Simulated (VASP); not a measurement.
A run of VASP 6.6.1 is set up as follows.

File INCAR:

```
SYSTEM = SnH5
ALGO = Normal
EDIFF = 1E-7
EDIFFG = -0.04
ENCUT = 910
GGA = PE
GGA_COMPAT = .False.
IBRION = 2
ISIF = 3
ISMEAR = 0
LASPH = .True.
LCHARG = .False.
LREAL = .False.
LWAVE = .False.
NELM = 120
NELMIN = 4
NSW = 90
PREC = Accurate
SIGMA = 0.1
```

Contents of KPOINTS:

```
k-points
0
Gamma
  6 6 2
  0 0 0
```

File POSCAR:

```
SnH5
1.0
    2.6255880400      0.0000000000      0.0000000000
   -1.3127940200      2.2738259400      0.0000000000
    0.0000000000      0.0000000000     13.4769228700
Sn H
1 5
Direct
    0.3333333300      0.6666666700      0.0000000000
    0.6666666700      0.3333333300      0.8184250000
    0.3333333300      0.6666666700      0.6598208500
    0.6666666700      0.3333333300      0.5000000000
    0.3333333300      0.6666666700      0.3401791500
    0.6666666700      0.3333333300      0.1815750000
```

Potentials or basis: VASP PAW PBE potentials, release 64 (Sn_d, H_h).

The run is started by

```sh
$ cat potpaw_PBE.64/Sn_d/POTCAR potpaw_PBE.64/H_h/POTCAR > POTCAR
$ mpirun -np 1 vasp_std > vasp.out
```

Q: Estimate the relaxed volume.

A: 9.85 Å³/atom.

Q: What does it give for the band gap on the k mesh?

A: Zero (an odd number of electrons rules out a gap without spin polarisation).

Q: Predict the relaxed cell.

A: a = 3.582 Å, b = 3.582 Å, c = 5.321 Å, α = 90.00°, β = 90.00°, γ = 120.00°.

Stress tensor (GPa, compression positive):
```
-0.12  0.00  0.00
 0.00 -0.12  0.00
 0.00  0.00  0.41
```

Caveat: the k points lie up to 0.59 Å⁻¹ apart in the final cell, too coarse for converged energies and pressures of a metal; the volume moved by over 15 % at a fixed basis, so the end points are rough; spin-orbit coupling is left out, which moves the levels of the heavy elements.
